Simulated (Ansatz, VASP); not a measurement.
Two plane-wave programs on ZrO2

INCAR

```
PREC = Accurate
ENCUT = 600
EDIFF = 1E-6
ISMEAR = 0
SIGMA = 0.05
LREAL = F
LASPH = T
NELM = 120
ALGO = Normal
ISIF = 2
LWAVE = F
LCHARG = F
GGA = PS
NBANDS = 19
GGA_COMPAT = F
```

Contents of KPOINTS:

```
Automatic mesh
0
Gamma
  8 8 8
```

Contents of POSCAR:

```
ZrO2
1.0
    0.0000000000      2.5320459652      2.5320459652
    2.5320459652      0.0000000000      2.5320459652
    2.5320459652      2.5320459652      0.0000000000
Zr O
1 2
Direct
    0.0000000000      0.0000000000      0.0000000000
    0.2500000000      0.2500000000      0.2500000000
    0.7500000000      0.7500000000      0.7500000000
```

Input for Ansatz:

```yaml
crystal:
  lattice:
    - [0.0, 2.5320459652, 2.5320459652]
    - [2.5320459652, 0.0, 2.5320459652]
    - [2.5320459652, 2.5320459652, 0.0]
  atoms:
    - { symbol: Zr, position: [0.0, 0.0, 0.0] }
    - { symbol: O, position: [0.25, 0.25, 0.25] }
    - { symbol: O, position: [0.75, 0.75, 0.75] }
basis:
  ecutwfc: 520.0
kpoints:
  mp_grid: { grid: [8, 8, 8] }
hamiltonian:
  xc: pbesol
  pseudopotentials: { kind: paw }
scf:
  occupations: { method: gaussian, width: 0.05 }
output:
  forces: true
  stress: true
  eigenvalues: true
  write_density: true
  write_potential: true
  elf: true
  volumetric_format: npy
```

Alike in both runs: task single point; functional PBEsol; k mesh 8 × 8 × 8; occupations gaussian, width 0.05 eV; no spin polarisation.

|  | VASP | Ansatz |
| --- | --- | --- |
| version | VASP 6.6.1 | Ansatz 0.2.0 |
| potentials or method | VASP PAW PBE potentials, release 64 (Zr_sv, O), cutoff 600 eV | scalar-relativistic, plane waves, PAW |
| valence electrons in the cell | 24 | 24 |

Ansatz gave:

- gap on the k mesh at the Fermi level (eV): 3.33
- least direct gap on the mesh (eV): 3.76
- pressure (GPa): 0.0

**Question.** What did VASP give for the same quantities?

**Answer.** gap on the k mesh at the Fermi level (eV): 3.32; least direct gap on the mesh (eV): 3.76; pressure (GPa): 0.2.

VASP's potentials were made for PBE, not for PBEsol.
